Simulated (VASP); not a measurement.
# SiH10C20 in VASP: notebook

The runs below take SiH10C20 through single point, with PBE.

Program: VASP 6.6.1. These are calculated values, not measurements. Logs are shortened: lines on timing, memory, paths and dates and some standing lists are left out, and cuts for length are marked.

### Step 1. The cell of the first run

The cell holds a slab with vacuum, 31 atoms: a = 5.049 Å, b = 5.049 Å, c = 15.836 Å, α = 90.00°, β = 90.00°, γ = 90.00°.

### Step 2. Single point, PBE, collinear spin, zero start

The input, INCAR:

```
  ALGO = Normal
  EDIFF = 1E-7
  ENCUT = 520
  GGA = PE
  ISIF = 2
  ISMEAR = 0
  ISPIN = 2
  LASPH = T
  LCHARG = F
  LORBIT = 11
  LREAL = Auto
  LWAVE = F
  MAGMOM = 0 0 0 0 0 0 0 0 0 0 0 0 0 0 0 0 0 0 0 0 0 0 0 0 0 0 0 0 0 0 0
  NBANDS = 72
  NELM = 150
  PREC = Accurate
  SIGMA = 0.02
```

The input, KPOINTS:

```
k-points
0
Gamma
  2 2 1
```

The input, POSCAR:

```
SiH10C20
1.0
    5.0487420000      0.0000000000      0.0000000000
    0.0000000000      5.0487420000      0.0000000000
    0.0000000000      0.0000000000     15.8355610000
H C Si
10 20 1
Direct
    0.4277869616      0.0000000000      0.0631490100
    0.0722132365      0.0000000000      0.0631490100
    0.9277869616      0.0000000000      0.0631490100
    0.5722132365      0.0000000000      0.0631490100
    0.4277869616      0.5000000000      0.0631490100
    0.0722132365      0.5000000000      0.0631490100
    0.9277869616      0.5000000000      0.0631490100
    0.5722132365      0.5000000000      0.0631490100
    0.2462720416      0.5032237734      0.3880693586
    0.7537299391      0.5032269425      0.3880687271
    0.2500000990      0.0000000000      0.1032296867
    0.7500000990      0.0000000000      0.1032296867
    0.2500000990      0.5000000000      0.1032296867
    0.7500000990      0.5000000000      0.1032296867
    0.2500000990      0.2500000990      0.1595901781
    0.7500000990      0.2500000990      0.1595901781
    0.2500000990      0.7500000990      0.1595901781
    0.7500000990      0.7500000990      0.1595901781
    0.0000019807      0.2534627438      0.2099799306
    0.4999990097      0.2458614443      0.2137584516
   -0.0000029710      0.7521826229      0.2187401507
    0.5000001981      0.7480421856      0.2218836453
   -0.0000013865      0.0211884465      0.2682841486
    0.5000000000      0.0116318085      0.2785523039
    0.0000015846      0.4851103503      0.2722419496
    0.4999980193      0.4793790215      0.2739270178
    0.2387729458      0.0850964458      0.3265602021
    0.7612274503      0.0851114991      0.3265605178
    0.2469635010      0.4129363315      0.3243653319
    0.7530341222      0.4129222686      0.3243677316
    0.9999875216     -0.0300318376      0.4185364194
```

Potentials or basis: VASP PAW PBE potentials, release 64 (H, C, Si).

The run is started by

```console
cat potpaw_PBE.64/H/POTCAR potpaw_PBE.64/C/POTCAR potpaw_PBE.64/Si/POTCAR > POTCAR
mpirun -np 1 vasp_std > vasp.out
```

OUTCAR:

```text
EDIFF = 1E-7
   ENCUT = 520
   GGA = PE
   ISIF = 2
   ISMEAR = 0
   ISPIN = 2
   LASPH = T
   LORBIT = 11
   LREAL = Auto
   NELM = 150
   PREC = Accurate

 ion  position               nearest neighbor table
   1  0.428  0.000  0.063-   4 0.73  11 1.10
   2  0.072  0.000  0.063-   3 0.73  11 1.10
   3  0.928  0.000  0.063-   2 0.73  12 1.10
   4  0.572  0.000  0.063-   1 0.73  12 1.10
   5  0.428  0.500  0.063-   8 0.73  13 1.10
   6  0.072  0.500  0.063-   7 0.73  13 1.10
   7  0.928  0.500  0.063-   6 0.73  14 1.10
   8  0.572  0.500  0.063-   5 0.73  14 1.10
   9  0.246  0.503  0.388-  29 1.11
  10  0.754  0.503  0.388-  30 1.11
  11  0.250  0.000  0.103-   2 1.10   1 1.10  17 1.55  15 1.55
  12  0.750  0.000  0.103-   4 1.10   3 1.10  18 1.55  16 1.55
  13  0.250  0.500  0.103-   6 1.10   5 1.10  15 1.55  17 1.55
  14  0.750  0.500  0.103-   8 1.10   7 1.10  16 1.55  18 1.55
  15  0.250  0.250  0.160-  19 1.49  20 1.53  13 1.55  11 1.55
  16  0.750  0.250  0.160-  19 1.49  20 1.53  14 1.55  12 1.55
  17  0.250  0.750  0.160-  11 1.55  13 1.55  21 1.57  22 1.60
  18  0.750  0.750  0.160-  12 1.55  14 1.55  21 1.57  22 1.60
  19  0.000  0.253  0.210-  23 1.49  15 1.49  16 1.49  25 1.53
  20  0.500  0.246  0.214-  26 1.52  15 1.53  16 1.53  24 1.57
  21  1.000  0.752  0.219-  23 1.57  18 1.57  17 1.57  25 1.59
  22  0.500  0.748  0.222-  26 1.59  18 1.60  17 1.60  24 1.61
  23  1.000  0.021  0.268-  19 1.49  27 1.55  28 1.55  21 1.57  31 2.39
  24  0.500  0.012  0.279-  20 1.57  27 1.57  28 1.57  22 1.61
  25  0.000  0.485  0.272-  19 1.53  29 1.54  30 1.54  21 1.59
  26  0.500  0.479  0.274-  20 1.52  29 1.54  30 1.54  22 1.59
  27  0.239  0.085  0.327-  23 1.55  24 1.57  29 1.66  31 1.98
  28  0.761  0.085  0.327-  23 1.55  24 1.57  30 1.66  31 1.98
  29  0.247  0.413  0.324-   9 1.11  25 1.54  26 1.54  27 1.66
  30  0.753  0.413  0.324-  10 1.11  25 1.54  26 1.54  28 1.66
  31  1.000  0.970  0.419-  28 1.98  27 1.98  23 2.39

  LATTYP: Found a simple tetragonal cell.
 ALAT       =     5.0487420000
 C/A-ratio  =     3.1365359925

  Lattice vectors:

 A1 = (   5.0487420000,   0.0000000000,   0.0000000000)
 A2 = (   0.0000000000,   5.0487420000,   0.0000000000)
 A3 = (   0.0000000000,   0.0000000000,  15.8355610000)

Analysis of symmetry for initial positions (statically):
=====================================================================
 Subroutine PRICEL returns:
 Original cell was already a primitive cell.

 Routine SETGRP: Setting up the symmetry group for a
 simple tetragonal supercell.

 Subroutine GETGRP returns: Found  1 space group operations
 (whereof  1 operations were pure point group operations)
 out of a pool of 16 trial point group operations.

The static configuration has the point symmetry C_1 .

Analysis of symmetry for dynamics (positions and initial velocities):
=====================================================================
 Subroutine PRICEL returns:
 Original cell was already a primitive cell.

 Routine SETGRP: Setting up the symmetry group for a
 simple tetragonal supercell.

 Subroutine GETGRP returns: Found  1 space group operations
 (whereof  1 operations were pure point group operations)
 out of a pool of 16 trial point group operations.

The dynamic configuration has the point symmetry C_1 .

Analysis of structural, dynamic, and magnetic symmetry:
=====================================================================
 Subroutine PRICEL returns:
 Original cell was already a primitive cell.

 Routine SETGRP: Setting up the symmetry group for a
 simple tetragonal supercell.

 Subroutine GETGRP returns: Found  1 space group operations
 (whereof  1 operations were pure point group operations)
 out of a pool of 16 trial point group operations.

The overall configuration has the point symmetry C_1 .

 Subroutine INISYM returns: Found  1 space group operations
 (whereof  1 operations are pure point group operations),
 and found     1 'primitive' translations

----------------------------------------------------------------------------------------

                                     Primitive cell

  volume of cell :     403.6452

  direct lattice vectors                    reciprocal lattice vectors
     5.048742000  0.000000000  0.000000000     0.198069143  0.000000000  0.000000000
     0.000000000  5.048742000  0.000000000     0.000000000  0.198069143  0.000000000
[... 113 lines left out ...]
   PREC   = accura    normal or accurate (medium, high low for compatibility)
   ISTART =      0    job   : 0-new  1-cont  2-samecut
   ICHARG =      2    charge: 1-file 2-atom 10-const
   ISPIN  =      2    spin polarized calculation?
   LNONCOLLINEAR =      F non collinear calculations
   LSORBIT =      F    spin-orbit coupling
   LASPH  =      T    aspherical Exc in radial PAW
   ENCUT  =  520.0 eV  38.22 Ry    6.18 a.u.   9.39  9.39 29.44*2*pi/ulx,y,z
   NELM   =    150;   NELMIN=  2; NELMDL= -5     # of ELM steps
   EDIFF  = 0.1E-06   stopping-criterion for ELM
   LREAL  =      T    real-space projection
   EDIFFG = 0.1E-05   stopping-criterion for IOM
   NSW    =      0    number of steps for IOM
   IBRION =     -1    ionic relax: 0-MD 1-quasi-New 2-CG
   NFREE  =      0    steps in history (QN), initial steepest desc. (CG)
   ISIF   =      2    stress and relaxation
   ISYM   =      2    0-nonsym 1-usesym 2-fastsym
   POTIM  = 0.5000    time-step for ionic-motion
   TEBEG  =    0.0;   TEEND  =   0.0 temperature during run
   PSTRESS=    0.0 pullay stress
   NELECT =      94.0000    total number of electrons
   NUPDOWN=      -1.0000    fix difference up-down
   EMIN   =  10.00;   EMAX   =-10.00  energy-range for DOS
   EFERMI =   0.00;   METHOD = LEGACY
   ISMEAR =     0;   SIGMA  =   0.02  broadening in eV -4-tet -1-fermi 0-gaus
   EFERMI_NEDOS =   21; number of points for ismear=-14 and -15
   IALGO  =     38    algorithm
   IMIX   =      4    mixing-type and parameters
     AMIX     =   0.40;   BMIX     =  1.00
     AMIX_MAG =   1.60;   BMIX_MAG =  1.00
  volume/ion in A,a.u.               =      13.02        87.87
  Fermi-wavevector in a.u.,A,eV,Ry     =   1.007204  1.903340 13.802569  1.014460
  Thomas-Fermi vector in A             =   2.139994
   LORBIT       =     11    0 simple, 1 ext, 2 COOP (PROOUT), +10 PAW based schemes
   GGA     = PE    functional components
   LHFCALC =     F    Hartree Fock is set to
   AEXX    =    0.0000 exact exchange contribution
   IVDW    =     0    specifies the selected vdW correction
   LEPSILON=     F    determine dielectric tensor
   LRPA    =     F    only Hartree local field effects (RPA)
 spin polarized calculation
 Gauss-broadening in eV      SIGMA  =   0.02
  energy-cutoff  :      520.00
  volume of cell :      403.65
 maximum number of plane-waves:     10887
 NGX is ok and might be reduce to    40
   NGX = 19   NGY = 19   NGZ = 59

 number of electron      94.0000009 magnetization      -0.0000015

 number of electron      94.0000009 magnetization       0.0000034

 Free energy of the ion-electron system (eV)
  ---------------------------------------------------
  ext. energy  EPLUGINS =         0.00000000
  ---------------------------------------------------
  free energy    TOTEN  =      -204.56081649 eV

  energy without entropy =     -204.56081297  energy(sigma->0) =     -204.56081473

 E-fermi :   1.4187     XC(G=0):  -5.9635

 val. band max:        1.3643270197   @ k =   0.0000   0.5000   0.0000
 cond. band min:       1.4730017582   @ k =   0.5000   0.5000   0.0000
 fundamental gap:      0.1086747385
 Fermi energy:         1.4186647696

 spin component 1

 k-point     1 :       0.0000    0.0000    0.0000
  band No.  band energies     occupation
      1     -19.7567      1.00000
      2     -17.5493      1.00000
      3     -15.6031      1.00000
      4     -15.1908      1.00000
      5     -15.1678      1.00000
      6     -15.1405      1.00000
[... 237 lines left out ...]
     58       6.8639      0.00000
     59       6.9910      0.00000
 Fermi energy:         1.4186647696

 spin component 2

 k-point     1 :       0.0000    0.0000    0.0000
  band No.  band energies     occupation
      1     -19.7567      1.00000
      2     -17.5493      1.00000
      3     -15.6031      1.00000
      4     -15.1908      1.00000
      5     -15.1678      1.00000
      6     -15.1405      1.00000
[... 237 lines left out ...]
     58       6.8639      0.00000
     59       6.9910      0.00000
 [bands above 59 left out]

------------------------ aborting loop because EDIFF is reached ----------------------------------------

  FORCE on cell =-STRESS in cart. coord.  units (eV):
  Direction    XX          YY          ZZ          XY          YZ          ZX
  --------------------------------------------------------------------------------------
  -------------------------------------------------------------------------------------
  Total       69.8850525     -6.1977737     -4.3714290     -0.0000592      0.0078417      0.0009563
  in kB      277.3927261    -24.6006445    -17.3513871     -0.0002351      0.0311260      0.0037958
  external PRESSURE =      78.4802315 kB  Pullay stress =       0.0000000 kB

 VOLUME and BASIS-vectors are now :
 -----------------------------------------------------------------------------
  energy-cutoff  :      520.00
  volume of cell :      403.65
      direct lattice vectors                 reciprocal lattice vectors
     5.048742000  0.000000000  0.000000000     0.198069143  0.000000000  0.000000000
     0.000000000  5.048742000  0.000000000     0.000000000  0.198069143  0.000000000
     0.000000000  0.000000000 15.835561000     0.000000000  0.000000000  0.063149010

 POSITION                                       TOTAL-FORCE (eV/Angst)
 -----------------------------------------------------------------------------------
      2.15979      0.00000      1.00000        -8.961084     -0.034184      0.070786
      0.36459      0.00000      1.00000         8.960004     -0.061219      0.072015
      4.68416      0.00000      1.00000        -8.960019     -0.061217      0.072018
      2.88896      0.00000      1.00000         8.961082     -0.034180      0.070780
      2.15979      2.52437      1.00000        -8.954817      0.073650      0.038238
      0.36459      2.52437      1.00000         8.964116      0.024178      0.102293
[... 23 lines left out ...]
      3.80188      2.08474      5.13655        -0.005708     -0.010389      0.016965
      5.04868      4.89712      6.62776         0.000504     -0.004657      0.005564
 -----------------------------------------------------------------------------------
    total drift:                                0.000155     -0.014623      0.032628

  FREE ENERGIE OF THE ION-ELECTRON SYSTEM (eV)
  ---------------------------------------------------
  free  energy   TOTEN  =      -204.5608164876 eV

  energy  without entropy=     -204.5608129737  energy(sigma->0) =     -204.56081473

 total charge

# of ion       s       p       d       tot
------------------------------------------
    1        0.743   0.102   0.000   0.845
    2        0.743   0.102   0.000   0.845
    3        0.743   0.102   0.000   0.845
    4        0.743   0.102   0.000   0.845
    5        0.743   0.102   0.000   0.845
    6        0.742   0.102   0.000   0.845
[... 23 lines left out ...]
   30        0.835   1.698   0.000   2.534
   31        0.884   0.691   0.000   1.575
--------------------------------------------------
tot         24.804  36.302   0.000  61.106

 magnetization (x)

# of ion       s       p       d       tot
------------------------------------------
    1        0.000  -0.000   0.000  -0.000
    2       -0.000  -0.000   0.000  -0.000
    3        0.000  -0.000   0.000  -0.000
    4       -0.000  -0.000   0.000  -0.000
    5        0.000  -0.000   0.000  -0.000
    6       -0.000  -0.000   0.000  -0.000
[... 23 lines left out ...]
   30       -0.000  -0.000   0.000  -0.000
   31        0.000  -0.000   0.000   0.000
--------------------------------------------------
tot          0.000   0.000   0.000   0.000
```

It took 6.1 min on 1 thread of Intel Xeon 6975P-C (Granite Rapids), shared host; peak memory 0.65 GiB.

Results:

```yaml
Free_energy: -204.5608 eV
Largest_force: 8.965 eV/Å
Band_gap_on_the_k_mesh: 0.11 eV (least direct gap 0.19 eV)
Net_moment: 0.00 μB per cell
Valence_electrons_inside_the_program's_atomic_spheres: H 0.84, 0.69 (each value once); C 2.68, 2.60, 2.51, 2.61, 2.50, 2.46, 2.59, 2.48, 2.56, 2.53 (each value once); Si 1.57
```

Forces in eV/Å, atoms in the order of the input:
```
H   -8.961 -0.034  0.071
H    8.960 -0.061  0.072
H   -8.960 -0.061  0.072
H    8.961 -0.034  0.071
H   -8.955  0.074  0.038
H    8.964  0.024  0.102
H   -8.964  0.024  0.102
H    8.955  0.074  0.038
H    0.001  0.011  0.017
H   -0.001  0.011  0.018
C    0.119 -0.119  0.965
C   -0.119 -0.119  0.965
C    0.336  0.142  0.970
C   -0.336  0.142  0.970
C    0.375 -0.033 -2.816
C   -0.374 -0.033 -2.816
C    0.144  0.006  0.526
C   -0.144  0.006  0.526
C    0.000 -0.010 -0.007
C    0.000 -0.010 -0.003
C    0.000  0.008  0.010
C    0.000 -0.002  0.007
C    0.000 -0.024  0.004
C    0.000 -0.033  0.006
C   -0.001  0.043  0.000
C    0.000  0.029  0.002
C    0.017  0.004  0.024
C   -0.018  0.003  0.024
C    0.006 -0.013  0.019
C   -0.006 -0.010  0.017
Si   0.001 -0.005  0.006
```

Levels at points of the mesh, in eV from the valence-band top:
Spin up:
```csv
k point,band 43,band 44,band 45,band 46,band 47,band 48,band 49,band 50,band 51,band 52
"(0.00, 0.00, 0.00)",-2.50,-2.41,-1.01,-0.50,-0.02,0.59,2.17,3.08,3.57,3.86
"(0.50, 0.00, 0.00)",-2.41,-2.28,-2.24,-2.14,-1.11,0.55,2.42,3.37,3.43,4.32
"(0.00, 0.50, 0.00)",-3.03,-2.28,-0.77,-0.22,0.00,0.19,3.11,3.15,3.42,3.65
"(0.50, 0.50, 0.00)",-3.03,-2.97,-2.57,-2.25,-0.83,0.11,3.05,3.72,4.05,4.21
```
Spin down:
```tsv
k point	band 43	band 44	band 45	band 46	band 47	band 48	band 49	band 50	band 51	band 52
(0.00, 0.00, 0.00)	-2.50	-2.41	-1.01	-0.50	-0.02	0.59	2.17	3.08	3.57	3.86
(0.50, 0.00, 0.00)	-2.41	-2.28	-2.24	-2.14	-1.11	0.55	2.42	3.37	3.44	4.32
(0.00, 0.50, 0.00)	-3.03	-2.28	-0.77	-0.22	0.00	0.19	3.11	3.15	3.42	3.65
(0.50, 0.50, 0.00)	-3.03	-2.97	-2.57	-2.25	-0.83	0.11	3.05	3.72	4.05	4.21
```

Caveat: the k points lie up to 0.62 Å⁻¹ apart; there is no dipole correction, which matters where the two faces differ.

### Step 3. Single point, PBE, collinear spin, zero start

The input, INCAR:

```
SYSTEM = SiH10C20
  PREC = Accurate
  ENCUT = 520
  EDIFF = 1E-7
  ISMEAR = 0
  SIGMA = 0.02
  LREAL = Auto
  LASPH = .True.
  NELM = 150
  ALGO = Normal
  ISIF = 2
  LWAVE = .False.
  LCHARG = .False.
  ISPIN = 2
  MAGMOM = 0 0 0 0 0 0 0 0 0 0 0 0 0 0 0 0 0 0 0 0 0 0 0 0 0 0 0 0 0 0 0
  LORBIT = 11
  GGA = PE
  NBANDS = 72
```

The input, KPOINTS:

```
Automatic mesh
0
Gamma
  2 2 1
  0 0 0
```

The input, POSCAR:

```
SiH10C20
1.0
    5.0487420000      0.0000000000      0.0000000000
    0.0000000000      5.0487420000      0.0000000000
    0.0000000000      0.0000000000     15.8355610000
H C Si
10 20 1
Direct
    0.4277867635      0.0000000000      0.0631490100
    0.0722132365      0.0000000000      0.0631490100
    0.9277867635      0.0000000000      0.0631490100
    0.5722132365      0.0000000000      0.0631490100
    0.4277867635      0.5000000000      0.0631490100
    0.0722132365      0.5000000000      0.0631490100
    0.9277867635      0.5000000000      0.0631490100
    0.5722132365      0.5000000000      0.0631490100
    0.2500000990      0.5025739085      0.3875961199
    0.7500004952      0.5029080512      0.3883252384
    0.2500000990      0.0000000000      0.1032296867
    0.7500000990      0.0000000000      0.1032296867
    0.2500000990      0.5000000000      0.1032296867
    0.7500000990      0.5000000000      0.1032296867
    0.2500000990      0.2500000990      0.1595901781
    0.7500000990      0.2500000990      0.1595901781
    0.2500000990      0.7500000990      0.1595901781
    0.7500000990      0.7500000990      0.1595901781
    0.0002913597      0.2498537259      0.2117993167
    0.4997092345      0.2498537259      0.2117992536
    0.0001998518      0.7503352320      0.2205765239
    0.4998007424      0.7503352320      0.2205765239
    0.0035888148      0.0161000503      0.2737188155
    0.4964125717      0.0161000503      0.2737186892
    0.0010440225      0.4829147538      0.2730125570
    0.4989567698      0.4829149519      0.2730125570
    0.2500010894      0.0890548576      0.3253265862
    0.7500006932      0.0849049129      0.3248610517
    0.2500004952      0.4105503906      0.3247415737
    0.7500004952      0.4139991705      0.3235543092
    0.7499983164     -0.0513214975      0.4344937953
```

Potentials or basis: VASP PAW PBE potentials, release 64 (H, C, Si).

The run is started by

```console
cat potpaw_PBE.64/H/POTCAR potpaw_PBE.64/C/POTCAR potpaw_PBE.64/Si/POTCAR > POTCAR
mpirun -np 1 vasp_std > vasp.out
```

Wall time 26 min (1 thread of Intel Xeon 8259CL, shared host); peak memory 0.68 GiB.

It converged, with:

- Free energy: -203.1353 eV
- Largest force: 8.911 eV/Å
- Band gap on the k mesh: 0.04 eV (least direct gap 0.08 eV)
- Net moment: 0.00 μB per cell
- Valence electrons inside the program's atomic spheres: H 0.84, 0.69, 0.68 (each value once); C 2.68, 2.60, 2.51, 2.64, 2.48, 2.54, 2.56, 2.43, 2.52, 2.55 (each value once); Si 1.55

Forces on the atoms (eV/Å):
```
H   -8.887 -0.045  0.018
H    8.887 -0.045  0.018
H   -8.897 -0.047  0.014
H    8.897 -0.047  0.014
H   -8.895  0.046  0.027
H    8.895  0.046  0.027
H   -8.911  0.050  0.016
H    8.911  0.050  0.016
H    0.000  0.003  0.022
H    0.000 -0.001  0.004
C    0.000 -0.137  1.097
C    0.000 -0.152  1.081
C    0.000  0.163  1.086
C    0.000  0.180  1.025
C    0.000 -0.016 -2.860
C    0.000 -0.062 -2.778
C    0.000  0.014  0.445
C    0.000  0.077  0.523
C   -0.024  0.007  0.001
C    0.024  0.007  0.001
C    0.000  0.010  0.015
C    0.000  0.010  0.015
C   -0.008 -0.026 -0.002
C    0.008 -0.026 -0.002
C    0.025  0.031 -0.005
C   -0.025  0.031 -0.005
C    0.000 -0.018  0.030
C    0.000 -0.042  0.009
C    0.000 -0.029  0.060
C    0.000  0.023  0.038
Si   0.000 -0.055  0.054
```

Levels at points of the mesh, in eV from the valence-band top:
Spin up:
```tsv
k point	band 45	band 46	band 47	band 48	band 49	band 50
(0.00, 0.00, 0.00)	-0.55	-0.26	-0.03	0.42	0.56	2.13
(0.50, 0.00, 0.00)	-2.20	-1.96	-0.74	0.41	0.97	3.36
(0.00, 0.50, 0.00)	-0.24	-0.16	0.00	0.08	0.66	3.10
(0.50, 0.50, 0.00)	-2.66	-1.95	-0.73	0.04	1.27	3.70
```
Spin down:
```tsv
k point	band 43	band 44	band 45	band 46	band 47	band 48	band 49	band 50	band 51	band 52
(0.00, 0.00, 0.00)	-2.42	-2.33	-0.55	-0.26	-0.03	0.42	0.56	2.13	3.19	3.98
(0.50, 0.00, 0.00)	-2.41	-2.24	-2.20	-1.96	-0.74	0.41	0.97	3.36	3.38	4.23
(0.00, 0.50, 0.00)	-2.42	-2.24	-0.24	-0.16	0.00	0.08	0.66	3.10	3.12	3.48
(0.50, 0.50, 0.00)	-3.04	-2.68	-2.66	-1.95	-0.73	0.04	1.28	3.70	3.96	4.19
```

Caveat: the k points lie up to 0.62 Å⁻¹ apart; there is no dipole correction, which matters where the two faces differ.

[end of part 1 of 2]
